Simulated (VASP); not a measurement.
# In4As4H9 in VASP: single point with PBE

Aim: the single point of In4As4H9 with PBE.

Program: VASP 6.6.1. These are calculated values, not measurements. Logs are shortened: lines on timing, memory, paths and dates and some standing lists are left out, and cuts for length are marked.

**1. The cell of the first run**

The cell holds a wire or tube with vacuum around it, 34 atoms: a = 18.600 Å, b = 18.900 Å, c = 6.425 Å, α = 90.00°, β = 90.00°, γ = 90.00°.

**2. Single point, PBE**

INCAR reads:

```
SYSTEM = In4As4H9
ALGO = Normal
EDIFF = 1E-7
ENCUT = 520
GGA = PE
ISIF = 2
ISMEAR = 0
KPAR = 2
LASPH = .True.
LCHARG = .False.
LREAL = Auto
LWAVE = .False.
NBANDS = 104
NCORE = 2
NELM = 60
PREC = Accurate
SIGMA = 0.05
```

KPOINTS reads:

```
k-points
0
Gamma
  1 1 9
  0 0 0
```

POSCAR reads:

```
In4As4H9
1.0
   18.6000000000      0.0000000000      0.0000000000
    0.0000000000     18.9000000000      0.0000000000
    0.0000000000      0.0000000000      6.4254975629
In As H
8 8 18
Direct
    0.5435229756      0.5428417275     -0.0100383655
    0.5470665781      0.3906498884      0.4876543355
    0.5408440409      0.7126030163      0.4839034926
    0.3888622877      0.5463627932      0.4876395271
    0.7160281703      0.5401219431      0.4840357798
    0.3709760938      0.3730659057     -0.0538919938
    0.3535419662      0.7059529758      0.0759003187
    0.7092150202      0.3558274697      0.0759855453
    0.3054529740      0.6232504105      0.7430547376
    0.6251969000      0.3085542664      0.7430681170
    0.6156352815      0.6137795239      0.7016478655
    0.3081913067      0.4567812523      0.2399134919
    0.6276616615      0.4618508120      0.2296823343
    0.4560452513      0.3112649257      0.2399143030
    0.4612454003      0.6256504236      0.2296721257
    0.4586137072      0.4593005813      0.7439475680
    0.2492246318      0.5703399882      0.8170397793
    0.2554298735      0.6637337667      0.5986307811
    0.5714348163      0.2532182506      0.8170704352
    0.6663312704      0.2593187390      0.5986539747
    0.6615227816      0.6589227469      0.8473974086
    0.6028465702      0.7538785508      0.3227004577
    0.4767252337      0.7520183185      0.6427657260
    0.2480259564      0.4979663714      0.1348742973
    0.2591004974      0.4088621393      0.3669537342
    0.7580840971      0.6010913727      0.3229067438
    0.7560333984      0.4769770898      0.6428721795
    0.4979044476      0.2520590472      0.1348795311
    0.4073593456      0.2629449266      0.3669501273
    0.3127449943      0.3157308219      0.8183385954
    0.2809200356      0.6986379323      0.2459142069
    0.3861478121      0.7801762136      0.9516233039
    0.7017539655      0.2843319140      0.2459196610
    0.7847064194      0.3878471846      0.9518879722
```

Potentials or basis: VASP PAW PBE potentials, release 64 (In_d, As, H).

Command:

```
> cat potpaw_PBE.64/In_d/POTCAR potpaw_PBE.64/As/POTCAR potpaw_PBE.64/H/POTCAR > POTCAR
> mpirun -np 4 vasp_std > vasp.out
```

OUTCAR:

```text
SYSTEM = In4As4H9
   EDIFF = 1E-7
   ENCUT = 520
   GGA = PE
   ISIF = 2
   ISMEAR = 0
   LASPH = .True.
   LREAL = Auto
   NELM = 60
   PREC = Accurate

 ion  position               nearest neighbor table
   1  0.544  0.543  0.990-  11 2.65  15 2.68  13 2.68  16 2.74
   2  0.547  0.391  0.488-  13 2.61  16 2.67  10 2.69  14 2.77
   3  0.541  0.713  0.484-  22 1.74  23 1.74  11 2.72  15 2.75
   4  0.389  0.546  0.488-  15 2.61  16 2.67   9 2.69  12 2.77
   5  0.716  0.540  0.484-  26 1.74  27 1.74  11 2.72  13 2.75
   6  0.371  0.373  0.946-  30 1.74  16 2.65  12 2.73  14 2.73
[... 8 lines left out ...]
  15  0.461  0.626  0.230-   4 2.61   1 2.68   7 2.70   3 2.75
  16  0.459  0.459  0.744-   6 2.65   2 2.67   4 2.67   1 2.74
  17  0.249  0.570  0.817-   9 1.52
  18  0.255  0.664  0.599-   9 1.52
  19  0.571  0.253  0.817-  10 1.52
  20  0.666  0.259  0.599-  10 1.52
  21  0.662  0.659  0.847-  11 1.53
  22  0.603  0.754  0.323-   3 1.74
[... 10 lines left out ...]
  33  0.702  0.284  0.246-   8 1.74
  34  0.785  0.388  0.952-   8 1.72

  LATTYP: Found a simple orthorhombic cell.
 ALAT       =     6.4254975629
 B/A-ratio  =     2.8947174624
 C/A-ratio  =     2.9414064537

  Lattice vectors:

 A1 = (   0.0000000000,   0.0000000000,   6.4254975629)
 A2 = (  18.6000000000,   0.0000000000,   0.0000000000)
 A3 = (   0.0000000000,  18.9000000000,   0.0000000000)

Analysis of symmetry for initial positions (statically):
=====================================================================
 Subroutine PRICEL returns:
 Original cell was already a primitive cell.

 Routine SETGRP: Setting up the symmetry group for a
 simple orthorhombic supercell.

 Subroutine GETGRP returns: Found  1 space group operations
 (whereof  1 operations were pure point group operations)
 out of a pool of  8 trial point group operations.

The static configuration has the point symmetry C_1 .

Analysis of symmetry for dynamics (positions and initial velocities):
=====================================================================
 Subroutine PRICEL returns:
 Original cell was already a primitive cell.

 Routine SETGRP: Setting up the symmetry group for a
 simple orthorhombic supercell.

 Subroutine GETGRP returns: Found  1 space group operations
 (whereof  1 operations were pure point group operations)
 out of a pool of  8 trial point group operations.

The dynamic configuration has the point symmetry C_1 .

 Subroutine INISYM returns: Found  1 space group operations
 (whereof  1 operations are pure point group operations),
 and found     1 'primitive' translations

----------------------------------------------------------------------------------------

                                     Primitive cell

  volume of cell :    2258.8194

  direct lattice vectors                    reciprocal lattice vectors
    18.600000000  0.000000000  0.000000000     0.053763441  0.000000000  0.000000000
     0.000000000 18.900000000  0.000000000     0.000000000  0.052910053  0.000000000
     0.000000000  0.000000000  6.425497563     0.000000000  0.000000000  0.155629971

  length of vectors
    18.600000000 18.900000000  6.425497563     0.053763441  0.052910053  0.155629971

  position of ions in fractional coordinates (direct lattice)
     0.543522976  0.542841727  0.989961634
     0.547066578  0.390649888  0.487654335
     0.540844041  0.712603016  0.483903493
     0.388862288  0.546362793  0.487639527
     0.716028170  0.540121943  0.484035780
     0.370976094  0.373065906  0.946108006
[... 26 lines left out ...]
     0.701753966  0.284331914  0.245919661
     0.784706419  0.387847185  0.951887972

  ion indices of the primitive-cell ions
   primitive index   ion index
                 1           1
                 2           2
                 3           3
                 4           4
                 5           5
                 6           6
[... 26 lines left out ...]
                33          33
                34          34

----------------------------------------------------------------------------------------

 KPOINTS: k-points

Automatic generation of k-mesh.
 Grid dimensions read from file:
 generate k-points for:    1    1    9

 Generating k-lattice:

  Cartesian coordinates                     Fractional coordinates (reciprocal lattice)
     0.053763441  0.000000000  0.000000000     1.000000000  0.000000000  0.000000000
     0.000000000  0.052910053  0.000000000     0.000000000  1.000000000  0.000000000
     0.000000000  0.000000000  0.017292219     0.000000000  0.000000000  0.111111111

  Length of vectors
     0.053763441  0.052910053  0.017292219

  Shift w.r.t. Gamma in fractional coordinates (k-lattice)
     0.000000000  0.000000000  0.000000000

 Subroutine IBZKPT returns following result:
 ===========================================

 Found      5 irreducible k-points:

 Following reciprocal coordinates:
            Coordinates               Weight
  0.000000  0.000000  0.000000      1.000000
  0.000000  0.000000  0.111111      2.000000
  0.000000  0.000000  0.222222      2.000000
  0.000000  0.000000  0.333333      2.000000
  0.000000  0.000000  0.444444      2.000000
   k-points           NKPTS =      5   k-points in BZ     NKDIM =      5   number of bands    NBANDS=    104
   number of dos      NEDOS =    301   number of ions     NIONS =     34
   total plane-waves  NPLWV = 967680
   dimension x,y,z NGX =   140 NGY =  144 NGZ =   48
   dimension x,y,z NGXF=   280 NGYF=  288 NGZF=   96
   ions per type =               8   8  18
   NGX,Y,Z   is equivalent  to a cutoff of  12.51, 12.67, 12.42 a.u.
   NGXF,Y,Z  is equivalent  to a cutoff of  25.03, 25.33, 24.84 a.u.
 SYSTEM =  In4As4H9
   PREC   = accura    normal or accurate (medium, high low for compatibility)
   ISTART =      0    job   : 0-new  1-cont  2-samecut
   ICHARG =      2    charge: 1-file 2-atom 10-const
   ISPIN  =      1    spin polarized calculation?
   LNONCOLLINEAR =      F non collinear calculations
   LSORBIT =      F    spin-orbit coupling
   LASPH  =      T    aspherical Exc in radial PAW
   ENCUT  =  520.0 eV  38.22 Ry    6.18 a.u.  34.58 35.14 11.95*2*pi/ulx,y,z
   NELM   =     60;   NELMIN=  2; NELMDL= -5     # of ELM steps
   EDIFF  = 0.1E-06   stopping-criterion for ELM
   LREAL  =      T    real-space projection
   EDIFFG = 0.1E-05   stopping-criterion for IOM
   NSW    =      0    number of steps for IOM
   IBRION =     -1    ionic relax: 0-MD 1-quasi-New 2-CG
   NFREE  =      0    steps in history (QN), initial steepest desc. (CG)
   ISIF   =      2    stress and relaxation
   ISYM   =      2    0-nonsym 1-usesym 2-fastsym
   POTIM  = 0.5000    time-step for ionic-motion
   TEBEG  =    0.0;   TEEND  =   0.0 temperature during run
   PSTRESS=    0.0 pullay stress
   NELECT =     162.0000    total number of electrons
   NUPDOWN=      -1.0000    fix difference up-down
   EMIN   =  10.00;   EMAX   =-10.00  energy-range for DOS
   EFERMI =   0.00;   METHOD = LEGACY
   ISMEAR =     0;   SIGMA  =   0.05  broadening in eV -4-tet -1-fermi 0-gaus
   EFERMI_NEDOS =   21; number of points for ismear=-14 and -15
   IALGO  =     38    algorithm
   IMIX   =      4    mixing-type and parameters
     AMIX     =   0.40;   BMIX     =  1.00
     AMIX_MAG =   1.60;   BMIX_MAG =  1.00
  volume/ion in A,a.u.               =      66.44       448.33
  Fermi-wavevector in a.u.,A,eV,Ry     =   0.680173  1.285340  6.294534  0.462635
  Thomas-Fermi vector in A             =   1.758586
   LORBIT       =      0    0 simple, 1 ext, 2 COOP (PROOUT), +10 PAW based schemes
   GGA     = PE    functional components
   LHFCALC =     F    Hartree Fock is set to
   AEXX    =    0.0000 exact exchange contribution
   IVDW    =     0    specifies the selected vdW correction
   LEPSILON=     F    determine dielectric tensor
   LRPA    =     F    only Hartree local field effects (RPA)
 non-spin polarized calculation
 Gauss-broadening in eV      SIGMA  =   0.05
  energy-cutoff  :      520.00
  volume of cell :     2258.82
 maximum number of plane-waves:     60868
 NGX is ok and might be reduce to   140
   NGX = 69   NGY = 71   NGZ = 23

 number of electron     161.9999990 magnetization

 Free energy of the ion-electron system (eV)
  ---------------------------------------------------
  ext. energy  EPLUGINS =         0.00000000
  ---------------------------------------------------
  free energy    TOTEN  =      -114.96352283 eV

  energy without entropy =     -114.96352283  energy(sigma->0) =     -114.96352283

 E-fermi :  -3.2974     XC(G=0):  -2.9160

 val. band max:       -3.5668409212   @ k =   0.0000   0.0000   0.0000
 cond. band min:      -1.3487048086   @ k =   0.0000   0.0000   0.0000
 fundamental gap:      2.2181361126
 Fermi energy:        -3.2974424065

 k-point     1 :       0.0000    0.0000    0.0000
  band No.  band energies     occupation
      1     -17.5581      2.00000
      2     -17.5443      2.00000
      3     -17.5059      2.00000
      4     -17.4299      2.00000
      5     -17.3955      2.00000
      6     -17.3811      2.00000
[... 85 lines left out ...]
     92       0.5138      0.00000
     93       0.6254      0.00000

 k-point     2 :       0.0000    0.0000    0.1111
  band No.  band energies     occupation
      1     -17.5581      2.00000
      2     -17.5435      2.00000
      3     -17.5059      2.00000
      4     -17.4292      2.00000
      5     -17.3961      2.00000
      6     -17.3828      2.00000
[... 85 lines left out ...]
     92       0.5373      0.00000
     93       0.6583      0.00000

 k-point     3 :       0.0000    0.0000    0.2222
  band No.  band energies     occupation
      1     -17.5579      2.00000
      2     -17.5416      2.00000
      3     -17.5057      2.00000
      4     -17.4272      2.00000
      5     -17.3977      2.00000
      6     -17.3883      2.00000
[... 85 lines left out ...]
     92       0.5311      0.00000
     93       0.6860      0.00000

 k-point     4 :       0.0000    0.0000    0.3333
  band No.  band energies     occupation
      1     -17.5577      2.00000
      2     -17.5394      2.00000
      3     -17.5054      2.00000
      4     -17.4239      2.00000
      5     -17.3994      2.00000
      6     -17.3961      2.00000
[... 85 lines left out ...]
     92       0.5307      0.00000
     93       0.6820      0.00000

 k-point     5 :       0.0000    0.0000    0.4444
  band No.  band energies     occupation
      1     -17.5576      2.00000
      2     -17.5379      2.00000
      3     -17.5052      2.00000
      4     -17.4202      2.00000
      5     -17.4028      2.00000
      6     -17.4004      2.00000
[... 85 lines left out ...]
     92       0.7092      0.00000
     93       0.7418      0.00000
 [bands above 93 left out]

------------------------ aborting loop because EDIFF is reached ----------------------------------------

  FORCE on cell =-STRESS in cart. coord.  units (eV):
  Direction    XX          YY          ZZ          XY          YZ          ZX
  --------------------------------------------------------------------------------------
  -------------------------------------------------------------------------------------
  Total        0.0174139      0.1035141      0.0229596      0.0391312     -0.0758142     -0.0370332
  in kB        0.0123517      0.0734224      0.0162852      0.0277557     -0.0537749     -0.0262676
  external PRESSURE =       0.0340197 kB  Pullay stress =       0.0000000 kB

 VOLUME and BASIS-vectors are now :
 -----------------------------------------------------------------------------
  energy-cutoff  :      520.00
  volume of cell :     2258.82
      direct lattice vectors                 reciprocal lattice vectors
    18.600000000  0.000000000  0.000000000     0.053763441  0.000000000  0.000000000
     0.000000000 18.900000000  0.000000000     0.000000000  0.052910053  0.000000000
     0.000000000  0.000000000  6.425497563     0.000000000  0.000000000  0.155629971

 POSITION                                       TOTAL-FORCE (eV/Angst)
 -----------------------------------------------------------------------------------
     10.10953     10.25971      6.36100         0.009107     -0.000534     -0.013396
     10.17544      7.38328      3.13342         0.004032      0.013636      0.000535
     10.05970     13.46820      3.10932         0.006034      0.018429      0.009521
      7.23284     10.32626      3.13333        -0.011822      0.012593      0.008334
     13.31812     10.20830      3.11017         0.034826     -0.011570      0.013114
      6.90016      7.05095      6.07921        -0.013411     -0.016924     -0.002612
[... 26 lines left out ...]
     13.05262      5.37387      1.58016        -0.001626      0.012048     -0.011639
     14.59554      7.33031      6.11635        -0.001379     -0.006206      0.003470
 -----------------------------------------------------------------------------------
    total drift:                                0.009716      0.030796      0.022745

  FREE ENERGIE OF THE ION-ELECTRON SYSTEM (eV)
  ---------------------------------------------------
  free  energy   TOTEN  =      -114.9635228324 eV

  energy  without entropy=     -114.9635228324  energy(sigma->0) =     -114.96352283
```

It took 23 min on 4 MPI ranks of Oxide Virtual Turin-like, shared host; peak memory 1.2 GiB.

Results:

```
Free energy            : -114.9635 eV
Largest force          : 0.111 eV/Å
Band gap on the k mesh : 2.22 eV
```

Forces on the atoms (eV/Å):
```
In   0.009 -0.001 -0.013
In   0.004  0.014  0.001
In   0.006  0.018  0.010
In  -0.012  0.013  0.008
In   0.035 -0.012  0.013
In  -0.013 -0.017 -0.003
In  -0.002  0.022  0.009
In   0.011 -0.007  0.002
As   0.100  0.018  0.022
As   0.020  0.101  0.026
As  -0.039 -0.038 -0.056
As   0.110  0.010 -0.006
As  -0.016  0.003  0.002
As   0.010  0.109 -0.006
As  -0.004 -0.002  0.003
As   0.001  0.001 -0.004
H   -0.058 -0.056  0.023
H   -0.050  0.036 -0.050
H   -0.056 -0.058  0.023
H    0.037 -0.051 -0.050
H    0.043  0.043  0.042
H   -0.008 -0.014  0.008
H    0.003 -0.010 -0.006
H   -0.060  0.037 -0.038
H   -0.049 -0.048  0.044
H   -0.014 -0.009  0.009
H   -0.009  0.002 -0.005
H    0.038 -0.061 -0.038
H   -0.047 -0.050  0.044
H    0.005  0.005  0.005
H    0.013 -0.002 -0.012
H   -0.005 -0.002  0.003
H   -0.002  0.012 -0.012
H   -0.001 -0.006  0.003
```

Caveat: spin-orbit coupling is left out, which moves the levels of the heavy elements.
